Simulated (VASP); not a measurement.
# W (I4/mmm) in VASP: further runs

W is run at these levels: PBE; tasks: single point.

Program: VASP 6.6.1. These are calculated values, not measurements. Logs are shortened: lines on timing, memory, paths and dates and some standing lists are left out, and cuts for length are marked.

### 1 The cell of the first run

Symmetry: I4/mmm, No. 139, tetragonal system. The conventional cell has a = 3.227 Å, b = 3.227 Å, c = 3.098 Å, α = 90.00°, β = 90.00°, γ = 90.00°. W (site symmetry 4/mmm) has 14 W at 2.76 to 3.23 Å within 3.6 Å.

### 2 Single point, PBE

INCAR

```
  PREC = Accurate
  ENCUT = 500
  EDIFF = 1E-6
  ISMEAR = 0
  SIGMA = 0.15
  LREAL = F
  LASPH = T
  NELM = 120
  ALGO = Normal
  ISIF = 2
  LWAVE = F
  LCHARG = F
  GGA = PE
  NBANDS = 13
  GGA_COMPAT = F
```

KPOINTS

```
regular mesh
0
Gamma
  30 30 30
```

POSCAR

```
W
1.0
   -1.6135872285      1.6135872285      1.5490437394
    1.6135872285     -1.6135872285      1.5490437394
    1.6135872285      1.6135872285     -1.5490437394
W
1
Direct
    0.0000000000      0.0000000000      0.0000000000
```

Potentials or basis: VASP PAW PBE potentials, release 64 (W_sv).

Run with:

```bash
$ cat potpaw_PBE.64/W_sv/POTCAR > POTCAR
$ mpirun -np 1 vasp_std > vasp.out
```

OUTCAR:

```text
PREC = Accurate
   ENCUT = 500
   EDIFF = 1E-6
   ISMEAR = 0
   LREAL = F
   LASPH = T
   NELM = 120
   ISIF = 2
   GGA = PE

 ion  position               nearest neighbor table
   1  0.000  0.000  0.000-

  LATTYP: Found a body centered tetragonal cell.
 ALAT       =     3.2271744570
 C/A-ratio  =     0.9600000000

  Lattice vectors:

 A1 = (  -1.6135872285,   1.6135872285,   1.5490437394)
 A2 = (   1.6135872285,  -1.6135872285,   1.5490437394)
 A3 = (   1.6135872285,   1.6135872285,  -1.5490437394)

Analysis of symmetry for initial positions (statically):
=====================================================================
 Subroutine PRICEL returns:
 Original cell was already a primitive cell.

 Routine SETGRP: Setting up the symmetry group for a
 body centered tetragonal supercell.

 Subroutine GETGRP returns: Found 16 space group operations
 (whereof 16 operations were pure point group operations)
 out of a pool of 16 trial point group operations.

The static configuration has the point symmetry D_4h.

Analysis of symmetry for dynamics (positions and initial velocities):
=====================================================================
 Subroutine PRICEL returns:
 Original cell was already a primitive cell.

 Routine SETGRP: Setting up the symmetry group for a
 body centered tetragonal supercell.

 Subroutine GETGRP returns: Found 16 space group operations
 (whereof 16 operations were pure point group operations)
 out of a pool of 16 trial point group operations.

The dynamic configuration has the point symmetry D_4h.

 Subroutine INISYM returns: Found 16 space group operations
 (whereof 16 operations are pure point group operations),
 and found     1 'primitive' translations

----------------------------------------------------------------------------------------

                                     Primitive cell

  volume of cell :      16.1328

  direct lattice vectors                    reciprocal lattice vectors
    -1.613587228  1.613587228  1.549043739     0.000000000  0.309868590  0.322779782
     1.613587228 -1.613587228  1.549043739     0.309868590  0.000000000  0.322779782
     1.613587228  1.613587228 -1.549043739     0.309868590  0.309868590  0.000000000

  length of vectors
     2.758054386  2.758054386  2.758054386     0.447443103  0.447443103  0.438220363

  position of ions in fractional coordinates (direct lattice)
     0.000000000  0.000000000  0.000000000

  ion indices of the primitive-cell ions
   primitive index   ion index
                 1           1

----------------------------------------------------------------------------------------

 KPOINTS: regular mesh

Automatic generation of k-mesh.
 Grid dimensions read from file:
 generate k-points for:   30   30   30

 Generating k-lattice:

  Cartesian coordinates                     Fractional coordinates (reciprocal lattice)
     0.000000000  0.010328953  0.010759326     0.033333333  0.000000000  0.000000000
     0.010328953  0.000000000  0.010759326     0.000000000  0.033333333  0.000000000
     0.010328953  0.010328953  0.000000000     0.000000000  0.000000000  0.033333333

  Length of vectors
     0.014914770  0.014914770  0.014607345

  Shift w.r.t. Gamma in fractional coordinates (k-lattice)
     0.000000000  0.000000000  0.000000000

 Subroutine IBZKPT returns following result:
 ===========================================

 Found   1992 irreducible k-points:

 Following reciprocal coordinates:
            Coordinates               Weight
  0.000000  0.000000  0.000000      1.000000
  0.033333 -0.000000  0.000000      8.000000
  0.066667 -0.000000  0.000000      8.000000
  0.100000  0.000000 -0.000000      8.000000
  0.133333 -0.000000  0.000000      8.000000
  0.166667 -0.000000  0.000000      8.000000
[... 16 lines left out ...]
  0.233333  0.033333  0.000000     16.000000
  0.266667  0.033333  0.000000     16.000000
 [... further k-points ...]
   k-points           NKPTS =   1992   k-points in BZ     NKDIM =   1992   number of bands    NBANDS=     13
   number of dos      NEDOS =    301   number of ions     NIONS =      1
   total plane-waves  NPLWV =   8000
   dimension x,y,z NGX =    20 NGY =   20 NGZ =   20
   dimension x,y,z NGXF=    40 NGYF=   40 NGZF=   40
   ions per type =               1
   NGX,Y,Z   is equivalent  to a cutoff of  12.06, 12.06, 12.06 a.u.
   NGXF,Y,Z  is equivalent  to a cutoff of  24.11, 24.11, 24.11 a.u.
 SYSTEM =  unknown system
   PREC   = accura    normal or accurate (medium, high low for compatibility)
   ISTART =      0    job   : 0-new  1-cont  2-samecut
   ICHARG =      2    charge: 1-file 2-atom 10-const
   ISPIN  =      1    spin polarized calculation?
   LNONCOLLINEAR =      F non collinear calculations
   LSORBIT =      F    spin-orbit coupling
   LASPH  =      T    aspherical Exc in radial PAW
   ENCUT  =  500.0 eV  36.75 Ry    6.06 a.u.   5.03  5.03  5.03*2*pi/ulx,y,z
   NELM   =    120;   NELMIN=  2; NELMDL= -5     # of ELM steps
   EDIFF  = 0.1E-05   stopping-criterion for ELM
   LREAL  =      F    real-space projection
   EDIFFG = 0.1E-04   stopping-criterion for IOM
   NSW    =      0    number of steps for IOM
   IBRION =     -1    ionic relax: 0-MD 1-quasi-New 2-CG
   NFREE  =      0    steps in history (QN), initial steepest desc. (CG)
   ISIF   =      2    stress and relaxation
   ISYM   =      2    0-nonsym 1-usesym 2-fastsym
   POTIM  = 0.5000    time-step for ionic-motion
   TEBEG  =    0.0;   TEEND  =   0.0 temperature during run
   PSTRESS=    0.0 pullay stress
   NELECT =      14.0000    total number of electrons
   NUPDOWN=      -1.0000    fix difference up-down
   EMIN   =  10.00;   EMAX   =-10.00  energy-range for DOS
   EFERMI =   0.00;   METHOD = LEGACY
   ISMEAR =     0;   SIGMA  =   0.15  broadening in eV -4-tet -1-fermi 0-gaus
   EFERMI_NEDOS =   21; number of points for ismear=-14 and -15
   IALGO  =     38    algorithm
   IMIX   =      4    mixing-type and parameters
     AMIX     =   0.40;   BMIX     =  1.00
     AMIX_MAG =   1.60;   BMIX_MAG =  1.00
  volume/ion in A,a.u.               =      16.13       108.87
  Fermi-wavevector in a.u.,A,eV,Ry     =   1.561522  2.950848 33.175760  2.438350
  Thomas-Fermi vector in A             =   2.664575
   LORBIT       =      0    0 simple, 1 ext, 2 COOP (PROOUT), +10 PAW based schemes
   GGA     = PE    functional components
   LHFCALC =     F    Hartree Fock is set to
   AEXX    =    0.0000 exact exchange contribution
   IVDW    =     0    specifies the selected vdW correction
   LEPSILON=     F    determine dielectric tensor
   LRPA    =     F    only Hartree local field effects (RPA)
 non-spin polarized calculation
 Gauss-broadening in eV      SIGMA  =   0.15
  energy-cutoff  :      500.00
  volume of cell :       16.13
 maximum number of plane-waves:       430
   NGX =  9   NGY =  9   NGZ =  9

 number of electron      14.0000002 magnetization

 Free energy of the ion-electron system (eV)
  ---------------------------------------------------
  ext. energy  EPLUGINS =         0.00000000
  ---------------------------------------------------
  free energy    TOTEN  =       -12.93974670 eV

  energy without entropy =      -12.93477689  energy(sigma->0) =      -12.93726179

 E-fermi :  11.1974     XC(G=0): -13.5414

 val. band max:       11.1960265101   @ k =  -0.2000  -0.3000   0.1667
 cond. band min:      11.1981114762   @ k =  -0.1333  -0.1333   0.0667
 fundamental gap:      0.0020849661
 Fermi energy:        11.1974306330

 k-point     1 :       0.0000    0.0000    0.0000
  band No.  band energies     occupation
      1     -63.0160      2.00000
      2     -26.6107      2.00000
      3     -26.6107      2.00000
      4     -26.5882      2.00000
      5       1.6514      2.00000
      6       9.6452      2.00000
      7      10.1899      2.00000
      8      10.1899      2.00000
      9      13.0264      0.00000
     10      13.7557      0.00000
     11      25.4225      0.00000
     12      25.4225      0.00000
     13      26.2216      0.00000

 k-point     2 :       0.0333   -0.0000    0.0000
  band No.  band energies     occupation
      1     -63.0147      2.00000
      2     -26.6198      2.00000
      3     -26.6153      2.00000
      4     -26.5938      2.00000
      5       1.7053      2.00000
      6       9.6540      2.00000
      7      10.1804      2.00000
      8      10.1976      2.00000
      9      13.0186      0.00000
     10      13.7116      0.00000
     11      25.5158      0.00000
     12      25.5171      0.00000
     13      26.3038      0.00000

 k-point     3 :       0.0667   -0.0000    0.0000
  band No.  band energies     occupation
      1     -63.0106      2.00000
      2     -26.6578      2.00000
      3     -26.6289      2.00000
      4     -26.5988      2.00000
      5       1.8651      2.00000
      6       9.6444      2.00000
      7      10.1477      2.00000
      8      10.2598      2.00000
      9      12.9929      0.00000
     10      13.6017      0.00000
     11      25.7609      0.00000
     12      25.7925      0.00000
     13      26.5603      0.00000
[... 305 lines left out ...]
 k-point    23 :       0.2333    0.0333    0.0000
  band No.  band energies     occupation
      1     -62.9524      2.00000
      2     -27.2356      2.00000
      3     -26.8169      2.00000
      4     -26.6194      2.00000
      5       4.1152      2.00000
      6       8.5708      2.00000
      7       9.3895      2.00000
      8      12.6606      0.00000
      9      12.9312      0.00000
     10      13.6265      0.00000
     11      25.9888      0.00000
     12      27.7654      0.00000
     13      29.9671      0.00000

 k-point    24 :       0.2667    0.0333    0.0000
  band No.  band energies     occupation
      1     -62.9394      2.00000
      2     -27.3585      2.00000
      3     -26.8600      2.00000
      4     -26.6219      2.00000
      5       4.5254      2.00000
      6       8.3380      2.00000
      7       9.3970      2.00000
      8      13.0025      0.00000
      9      13.3881      0.00000
     10      13.7928      0.00000
     11      25.4112      0.00000
     12      26.9073      0.00000
     13      31.0449      0.00000

 [... further k-points ...]

------------------------ aborting loop because EDIFF is reached ----------------------------------------

  FORCE on cell =-STRESS in cart. coord.  units (eV):
  Direction    XX          YY          ZZ          XY          YZ          ZX
  --------------------------------------------------------------------------------------
  -------------------------------------------------------------------------------------
  Total       -0.3653129     -0.3653129      0.9719561      0.0000000      0.0000000      0.0000000
  in kB      -36.2799814    -36.2799814     96.5269674      0.0000000      0.0000000      0.0000000
  external PRESSURE =       7.9890016 kB  Pullay stress =       0.0000000 kB

 VOLUME and BASIS-vectors are now :
 -----------------------------------------------------------------------------
  energy-cutoff  :      500.00
  volume of cell :       16.13
      direct lattice vectors                 reciprocal lattice vectors
    -1.613587228  1.613587228  1.549043739     0.000000000  0.309868590  0.322779782
     1.613587228 -1.613587228  1.549043739     0.309868590  0.000000000  0.322779782
     1.613587228  1.613587228 -1.549043739     0.309868590  0.309868590  0.000000000

 POSITION                                       TOTAL-FORCE (eV/Angst)
 -----------------------------------------------------------------------------------
      0.00000      0.00000      0.00000         0.000000     -0.000000      0.000000
 -----------------------------------------------------------------------------------
    total drift:                                0.000000     -0.000000      0.000000

  FREE ENERGIE OF THE ION-ELECTRON SYSTEM (eV)
  ---------------------------------------------------
  free  energy   TOTEN  =       -12.9397466970 eV

  energy  without entropy=      -12.9347768868  energy(sigma->0) =      -12.93726179
```

Run time: 2.1 min. Hardware: 1 thread of AMD EPYC 9R45 (Zen 5), shared host; peak memory 0.42 GiB.

What came out:

| Item | Value |
| --- | --- |
| Free energy | -12.9397 eV |
| Pressure | 0.8 GPa |
| Band gap on the k mesh | zero (bands 7 and 8 overlap by 6.12 eV) |

Stress tensor (GPa, compression positive):
```
-3.63  0.00  0.00
 0.00 -3.63  0.00
 0.00  0.00  9.65
```

Levels at points of the mesh, in eV from the Fermi level:
```tsv
k point	band 4	band 5	band 6	band 7	band 8	band 9	band 10	band 11
(0.00, 0.00, 0.00)	-37.79	-9.55	-1.55	-1.01	-1.01	1.83	2.56	14.23
(0.50, 0.00, 0.00)	-37.82	-6.16	-3.66	0.73	2.19	3.33	6.00	10.90
(0.50, 0.50, 0.00)	-37.79	-6.18	-3.11	0.40	1.62	2.82	5.91	10.58
(0.50, 0.50, 0.50)	-38.57	-5.75	-5.65	4.98	4.98	5.15	7.73	7.73
```

Caveat: spin-orbit coupling is left out, which moves the levels of the heavy elements.

### 3 Single point, PBE

INCAR

```
PREC     = Accurate       # precision mode
ENCUT    = 500            # plane-wave cutoff, eV
EDIFF    = 1E-6           # SCF threshold, eV
ISMEAR   = 0              # smearing method
SIGMA    = 0.15           # smearing width, eV
LREAL    = False          # projectors in reciprocal space
LASPH    = True           # aspherical terms in the spheres
NELM     = 120            # most SCF steps
ALGO     = Normal         # electronic algorithm
ISIF     = 2              # what is computed and relaxed
LWAVE    = False          # write WAVECAR
LCHARG   = False          # write CHGCAR
GGA      = PE             # functional
NBANDS   = 13             # bands
GGA_COMPAT= False
```

KPOINTS

```
Automatic mesh
0
Gamma
  30 30 30
```

POSCAR

```
W
1.0
   -1.5661009721      1.5661009721      1.6444060207
    1.5661009721     -1.5661009721      1.6444060207
    1.5661009721      1.5661009721     -1.6444060207
W
1
Direct
    0.0000000000      0.0000000000      0.0000000000
```

Potentials or basis: VASP PAW PBE potentials, release 64 (W_sv).

Run with:

```bash
$ cat potpaw_PBE.64/W_sv/POTCAR > POTCAR
$ mpirun -np 1 vasp_std > vasp.out
```

Run time: 2 min. Hardware: 1 thread of AMD EPYC 9R45 (Zen 5), shared host; peak memory 0.41 GiB.

Results (log left out):

- Free energy: -12.9334 eV
- Pressure: 0.9 GPa
- Band gap on the k mesh: zero (bands 7 and 8 overlap by 5.87 eV)

Stress tensor (GPa, compression positive):
```
 5.72  0.00  0.00
 0.00  5.72  0.00
 0.00  0.00 -8.84
```

Levels at points of the mesh, in eV from the Fermi level:
```tsv
k point	band 3	band 4	band 5	band 6	band 7	band 8	band 9	band 10	band 11	band 12
(0.00, 0.00, 0.00)	-37.80	-37.80	-9.55	-1.39	-1.39	-0.78	1.77	2.59	13.89	14.80
(0.50, 0.00, 0.00)	-38.17	-37.80	-6.18	-3.26	0.50	1.66	3.08	5.91	10.66	11.52
(0.50, 0.50, 0.00)	-38.24	-37.84	-6.16	-3.90	0.87	2.65	3.34	6.07	11.05	11.30
(0.50, 0.50, 0.50)	-38.61	-38.61	-5.77	-5.63	4.90	5.11	5.11	7.23	8.54	8.54
```

Caveat: spin-orbit coupling is left out, which moves the levels of the heavy elements.
